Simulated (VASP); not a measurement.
# Ti (P6_3/mmc) in VASP: single point with PBE

Aim: the single point of Ti with PBE.

Everything below comes from runs of VASP 6.6.1. Logs are shortened: lines on timing, memory, paths and dates and some standing lists are left out, and cuts for length are marked.

### 1 The cell of the first run

It takes space group P6_3/mmc (No. 194, hexagonal). Conventional cell: a = 2.939 Å, b = 2.939 Å, c = 4.647 Å, α = 90.00°, β = 90.00°, γ = 120.00°. Ti (site symmetry -6m2) has 12 Ti at 2.88 to 2.94 Å within 3.8 Å.

### 2 Single point, PBE

Contents of INCAR:

```
SYSTEM = Ti
  ALGO = Normal
  EDIFF = 1E-7
  ENCUT = 520
  GGA = PE
  ISIF = 2
  ISMEAR = 0
  LASPH = .True.
  LCHARG = .False.
  LREAL = .False.
  LWAVE = .False.
  NBANDS = 19
  NELM = 100
  PREC = Accurate
  SIGMA = 0.05
```

Contents of KPOINTS:

```
k-points
0
Gamma
  16 16 10
  0 0 0
```

Contents of POSCAR:

```
Ti
1.0
    2.9392836129      0.0000000000      0.0000000000
   -1.4696418064      2.5454942777      0.0000000000
    0.0000000000      0.0000000000      4.6471352514
Ti
2
Direct
    0.3333333333      0.6666666667      0.7500000000
    0.6666666667      0.3333333333      0.2500000000
```

Potentials or basis: VASP PAW PBE potentials, release 64 (Ti_sv).

The run is started by

```
cat potpaw_PBE.64/Ti_sv/POTCAR > POTCAR
mpirun -np 1 vasp_std > vasp.out
```

OUTCAR:

```text
SYSTEM = Ti
   EDIFF = 1E-7
   ENCUT = 520
   GGA = PE
   ISIF = 2
   ISMEAR = 0
   LASPH = .True.
   LREAL = .False.
   NELM = 100
   PREC = Accurate

 ion  position               nearest neighbor table
   1  0.333  0.667  0.750-   2 2.88   2 2.88   2 2.88   2 2.88   2 2.88   2 2.88
   2  0.667  0.333  0.250-   1 2.88   1 2.88   1 2.88   1 2.88   1 2.88   1 2.88

  LATTYP: Found a hexagonal cell.
 ALAT       =     2.9392836129
 C/A-ratio  =     1.5810435002

  Lattice vectors:

 A1 = (   2.9392836129,   0.0000000000,   0.0000000000)
 A2 = (  -1.4696418064,   2.5454942777,   0.0000000000)
 A3 = (   0.0000000000,   0.0000000000,   4.6471352514)

Analysis of symmetry for initial positions (statically):
=====================================================================
 Subroutine PRICEL returns:
 Original cell was already a primitive cell.

 Routine SETGRP: Setting up the symmetry group for a
 hexagonal supercell.

 Subroutine GETGRP returns: Found 24 space group operations
 (whereof 12 operations were pure point group operations)
 out of a pool of 24 trial point group operations.

The static configuration has the point symmetry D_3d.
 The point group associated with its full space group is D_6h.

Analysis of symmetry for dynamics (positions and initial velocities):
=====================================================================
 Subroutine PRICEL returns:
 Original cell was already a primitive cell.

 Routine SETGRP: Setting up the symmetry group for a
 hexagonal supercell.

 Subroutine GETGRP returns: Found 24 space group operations
 (whereof 12 operations were pure point group operations)
 out of a pool of 24 trial point group operations.

The dynamic configuration has the point symmetry D_3d.
 The point group associated with its full space group is D_6h.

 Subroutine INISYM returns: Found 24 space group operations
 (whereof 12 operations are pure point group operations),
 and found     1 'primitive' translations

----------------------------------------------------------------------------------------

                                     Primitive cell

  volume of cell :      34.7695

  direct lattice vectors                    reciprocal lattice vectors
     2.939283613  0.000000000  0.000000000     0.340218955  0.196425505  0.000000000
    -1.469641806  2.545494278  0.000000000     0.000000000  0.392851011  0.000000000
     0.000000000  0.000000000  4.647135251     0.000000000  0.000000000  0.215186334

  length of vectors
     2.939283613  2.939283613  4.647135251     0.392851011  0.392851011  0.215186334

  position of ions in fractional coordinates (direct lattice)
     0.333333333  0.666666667  0.750000000
     0.666666667  0.333333333  0.250000000

  ion indices of the primitive-cell ions
   primitive index   ion index
                 1           1
                 2           2

----------------------------------------------------------------------------------------

 KPOINTS: k-points

Automatic generation of k-mesh.
 Grid dimensions read from file:
 generate k-points for:   16   16   10

 Generating k-lattice:

  Cartesian coordinates                     Fractional coordinates (reciprocal lattice)
     0.021263685  0.012276594  0.000000000     0.062500000  0.000000000  0.000000000
     0.000000000  0.024553188  0.000000000     0.000000000  0.062500000  0.000000000
     0.000000000  0.000000000  0.021518633     0.000000000  0.000000000  0.100000000

  Length of vectors
     0.024553188  0.024553188  0.021518633

  Shift w.r.t. Gamma in fractional coordinates (k-lattice)
     0.000000000  0.000000000  0.000000000

 Subroutine IBZKPT returns following result:
 ===========================================

 Found    180 irreducible k-points:

 Following reciprocal coordinates:
            Coordinates               Weight
  0.000000  0.000000  0.000000      1.000000
  0.062500  0.000000  0.000000      6.000000
  0.125000  0.000000  0.000000      6.000000
  0.187500  0.000000  0.000000      6.000000
  0.250000  0.000000  0.000000      6.000000
  0.312500  0.000000  0.000000      6.000000
[... 16 lines left out ...]
  0.187500  0.187500  0.000000      6.000000
  0.250000  0.187500  0.000000     12.000000
 [... further k-points ...]
   k-points           NKPTS =    180   k-points in BZ     NKDIM =    180   number of bands    NBANDS=     19
   number of dos      NEDOS =    301   number of ions     NIONS =      2
   total plane-waves  NPLWV =  20736
   dimension x,y,z NGX =    24 NGY =   24 NGZ =   36
   dimension x,y,z NGXF=    48 NGYF=   48 NGZF=   72
   ions per type =               2
   NGX,Y,Z   is equivalent  to a cutoff of  13.57, 13.57, 12.88 a.u.
   NGXF,Y,Z  is equivalent  to a cutoff of  27.15, 27.15, 25.76 a.u.
 SYSTEM =  Ti
   PREC   = accura    normal or accurate (medium, high low for compatibility)
   ISTART =      0    job   : 0-new  1-cont  2-samecut
   ICHARG =      2    charge: 1-file 2-atom 10-const
   ISPIN  =      1    spin polarized calculation?
   LNONCOLLINEAR =      F non collinear calculations
   LSORBIT =      F    spin-orbit coupling
   LASPH  =      T    aspherical Exc in radial PAW
   ENCUT  =  520.0 eV  38.22 Ry    6.18 a.u.   5.47  5.47  8.64*2*pi/ulx,y,z
   NELM   =    100;   NELMIN=  2; NELMDL= -5     # of ELM steps
   EDIFF  = 0.1E-06   stopping-criterion for ELM
   LREAL  =      F    real-space projection
   EDIFFG = 0.1E-05   stopping-criterion for IOM
   NSW    =      0    number of steps for IOM
   IBRION =     -1    ionic relax: 0-MD 1-quasi-New 2-CG
   NFREE  =      0    steps in history (QN), initial steepest desc. (CG)
   ISIF   =      2    stress and relaxation
   ISYM   =      2    0-nonsym 1-usesym 2-fastsym
   POTIM  = 0.5000    time-step for ionic-motion
   TEBEG  =    0.0;   TEEND  =   0.0 temperature during run
   PSTRESS=    0.0 pullay stress
   NELECT =      24.0000    total number of electrons
   NUPDOWN=      -1.0000    fix difference up-down
   EMIN   =  10.00;   EMAX   =-10.00  energy-range for DOS
   EFERMI =   0.00;   METHOD = LEGACY
   ISMEAR =     0;   SIGMA  =   0.05  broadening in eV -4-tet -1-fermi 0-gaus
   EFERMI_NEDOS =   21; number of points for ismear=-14 and -15
   IALGO  =     38    algorithm
   IMIX   =      4    mixing-type and parameters
     AMIX     =   0.40;   BMIX     =  1.00
     AMIX_MAG =   1.60;   BMIX_MAG =  1.00
  volume/ion in A,a.u.               =      17.38       117.32
  Fermi-wavevector in a.u.,A,eV,Ry     =   1.446813  2.734079 28.480621  2.093267
  Thomas-Fermi vector in A             =   2.564839
   LORBIT       =      0    0 simple, 1 ext, 2 COOP (PROOUT), +10 PAW based schemes
   GGA     = PE    functional components
   LHFCALC =     F    Hartree Fock is set to
   AEXX    =    0.0000 exact exchange contribution
   IVDW    =     0    specifies the selected vdW correction
   LEPSILON=     F    determine dielectric tensor
   LRPA    =     F    only Hartree local field effects (RPA)
 non-spin polarized calculation
 Gauss-broadening in eV      SIGMA  =   0.05
  energy-cutoff  :      520.00
  volume of cell :       34.77
 maximum number of plane-waves:       965
 NGX is ok and might be reduce to    24
   NGX = 11   NGY = 11   NGZ = 17

 number of electron      24.0000002 magnetization

 Free energy of the ion-electron system (eV)
  ---------------------------------------------------
  ext. energy  EPLUGINS =         0.00000000
  ---------------------------------------------------
  free energy    TOTEN  =       -15.67296188 eV

  energy without entropy =      -15.67008990  energy(sigma->0) =      -15.67152589

 E-fermi :   8.3378     XC(G=0): -11.4930

 val. band max:        8.3372161331   @ k =   0.1875   0.0000   0.3000
 cond. band min:       8.3394876584   @ k =   0.0625   0.0000   0.5000
 fundamental gap:      0.0022715253
 Fermi energy:         8.3377797190

 k-point     1 :       0.0000    0.0000    0.0000
  band No.  band energies     occupation
      1     -48.5373      2.00000
      2     -48.4002      2.00000
      3     -25.1275      2.00000
      4     -24.4830      2.00000
      5     -24.4830      2.00000
      6     -24.4194      2.00000
[... 11 lines left out ...]
     18       9.9378      0.00000
     19      11.4715      0.00000

 k-point     2 :       0.0625    0.0000    0.0000
  band No.  band energies     occupation
      1     -48.5334      2.00000
      2     -48.3987      2.00000
      3     -25.1190      2.00000
      4     -24.5004      2.00000
      5     -24.4889      2.00000
      6     -24.4231      2.00000
[... 11 lines left out ...]
     18       9.8759      0.00000
     19      11.5051      0.00000

 k-point     3 :       0.1250    0.0000    0.0000
  band No.  band energies     occupation
      1     -48.5224      2.00000
      2     -48.3946      2.00000
      3     -25.0939      2.00000
      4     -24.5504      2.00000
      5     -24.5053      2.00000
      6     -24.4513      2.00000
[... 11 lines left out ...]
     18       9.8677      0.00000
     19      11.5860      0.00000

 k-point     4 :       0.1875    0.0000    0.0000
  band No.  band energies     occupation
      1     -48.5055      2.00000
      2     -48.3887      2.00000
      3     -25.0545      2.00000
      4     -24.6257      2.00000
      5     -24.5292      2.00000
      6     -24.5266      2.00000
[... 11 lines left out ...]
     18      10.1807      0.00000
     19      11.6792      0.00000

 k-point     5 :       0.2500    0.0000    0.0000
  band No.  band energies     occupation
      1     -48.4847      2.00000
      2     -48.3826      2.00000
      3     -25.0039      2.00000
      4     -24.7152      2.00000
      5     -24.6128      2.00000
      6     -24.5564      2.00000
[... 11 lines left out ...]
     18      10.5752      0.00000
     19      11.7612      0.00000
[... 334 lines left out ...]
      2     -48.3758      2.00000
      3     -24.9143      2.00000
      4     -24.8236      2.00000
      5     -24.7992      2.00000
      6     -24.6520      2.00000
[... 11 lines left out ...]
     18      11.7879      0.00000
     19      12.5359      0.00000

 k-point    22 :       0.4375    0.1250    0.0000
  band No.  band energies     occupation
      1     -48.4148      2.00000
      2     -48.3769      2.00000
      3     -24.9307      2.00000
      4     -24.8087      2.00000
      5     -24.8029      2.00000
      6     -24.6611      2.00000
[... 11 lines left out ...]
     18      11.7919      0.00000
     19      12.9150      0.00000

 k-point    23 :       0.1875    0.1875    0.0000
  band No.  band energies     occupation
      1     -48.4573      2.00000
      2     -48.3768      2.00000
      3     -24.9327      2.00000
      4     -24.7568      2.00000
      5     -24.7518      2.00000
      6     -24.5771      2.00000
[... 11 lines left out ...]
     18      11.4531      0.00000
     19      11.7177      0.00000

 k-point    24 :       0.2500    0.1875    0.0000
  band No.  band energies     occupation
      1     -48.4380      2.00000
      2     -48.3750      2.00000
      3     -24.8778      2.00000
      4     -24.8253      2.00000
      5     -24.7780      2.00000
      6     -24.6194      2.00000
[... 11 lines left out ...]
     18      11.7158      0.00000
     19      12.0057      0.00000

 [... further k-points ...]
[... 5 lines left out ...]
  --------------------------------------------------------------------------------------
  -------------------------------------------------------------------------------------
  Total       -0.0521624     -0.0521624     -0.0645488     -0.0000000      0.0000000      0.0000000
  in kB       -2.4036399     -2.4036399     -2.9744016     -0.0000000      0.0000000      0.0000000
  external PRESSURE =      -2.5938938 kB  Pullay stress =       0.0000000 kB

 VOLUME and BASIS-vectors are now :
 -----------------------------------------------------------------------------
  energy-cutoff  :      520.00
  volume of cell :       34.77
      direct lattice vectors                 reciprocal lattice vectors
     2.939283613  0.000000000  0.000000000     0.340218955  0.196425505  0.000000000
    -1.469641806  2.545494278  0.000000000     0.000000000  0.392851011  0.000000000
     0.000000000  0.000000000  4.647135251     0.000000000  0.000000000  0.215186334

 POSITION                                       TOTAL-FORCE (eV/Angst)
 -----------------------------------------------------------------------------------
     -0.00000      1.69700      3.48535         0.000000     -0.000000      0.000000
      1.46964      0.84850      1.16178        -0.000000      0.000000      0.000000
 -----------------------------------------------------------------------------------
    total drift:                                0.000000     -0.000000      0.000000

  FREE ENERGIE OF THE ION-ELECTRON SYSTEM (eV)
  ---------------------------------------------------
  free  energy   TOTEN  =       -15.6729618795 eV

  energy  without entropy=      -15.6700899050  energy(sigma->0) =      -15.67152589
```

It took 55 s on 1 thread of Intel Xeon Platinum 8488C (Sapphire Rapids), shared host; peak memory 0.22 GiB.

Results:

```yaml
Free_energy: -15.6730 eV
Pressure: -0.3 GPa
Band_gap_on_the_k_mesh: zero (band 12 reaches 9.10 eV, above the bottom of band 13 at 8.03 eV)
```
